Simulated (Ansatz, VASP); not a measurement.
## Zn2Bi: VASP beside Ansatz

Contents of INCAR:

```
PREC     = Accurate       # precision mode
ENCUT    = 600            # plane-wave cutoff, eV
EDIFF    = 1E-7           # SCF threshold, eV
ISMEAR   = 0              # smearing method
SIGMA    = 0.1            # smearing width, eV
LREAL    = F              # projectors in reciprocal space
LASPH    = T              # aspherical terms in the spheres
NELM     = 100            # most SCF steps
ALGO     = Fast           # electronic algorithm
ISIF     = 3              # what is computed and relaxed
LWAVE    = F              # write WAVECAR
LCHARG   = F              # write CHGCAR
GGA      = PE             # functional
IBRION   = 2              # ionic algorithm
NSW      = 100            # ionic steps
EDIFFG   = -0.01          # ionic threshold
```

The input KPOINTS:

```
regular mesh
0
Gamma
  12 12 16
```

File POSCAR:

```
Zn2Bi
1.0
    5.0349310903      0.0000000000      0.0000000000
   -2.5174655451      4.3603782305      0.0000000000
    0.0000000000      0.0000000000      3.0579985240
Zn Bi
2 1
Direct
    0.3333333333      0.6666666667      0.5000000000
    0.6666666667      0.3333333333      0.5000000000
    0.0000000000      0.0000000000      0.0000000000
```

Input for Ansatz:

```yaml
crystal:
  lattice:
    - [5.0349310903, 0.0, 0.0]
    - [-2.5174655451, 4.3603782305, 0.0]
    - [0.0, 0.0, 3.057998524]
  atoms:
    - { symbol: Zn, position: [0.3333333333, 0.6666666667, 0.5] }
    - { symbol: Zn, position: [0.6666666667, 0.3333333333, 0.5] }
    - { symbol: Bi, position: [0.0, 0.0, 0.0] }
basis:
  ecutwfc: 420
kpoints:
  mp_grid: { grid: [12, 12, 16] }
hamiltonian:
  xc: pbe
scf:
  occupations: { method: gaussian, width: 0.1 }
output:
  forces: true
  stress: true
  eigenvalues: true
relax:
  adjacent_minimum: "off"
  f_tol: 0.01
  max_steps: 80
  cell: { stress_tol: 0.05 }
```

Alike in both runs: task relaxation of cell and atoms; functional PBE; k mesh 12 × 12 × 16; occupations gaussian, width 0.1 eV; no spin polarisation.

```csv
,VASP,Ansatz
version,VASP 6.6.1,Ansatz 0.2.0
potentials or method,"VASP PAW PBE potentials, release 64 (Zn, Bi_d), cutoff 600 eV","scalar-relativistic, plane waves, PAW"
valence electrons in the cell,39,39
```

|  | VASP | Ansatz | Ansatz less VASP |
| --- | --- | --- | --- |
| gap on the k mesh at the Fermi level, each at its own relaxed structure (eV) | none | none | - |
| relaxed volume (Å³/atom) | 21.99 | 21.98 | -0.013 |
| relaxed cell length with the largest relative difference (Å) | 3.938 | 3.949 | +0.0105 |

A gap of «none» marks a metal or a gap that the smearing closes.

Spin-orbit coupling is off throughout.
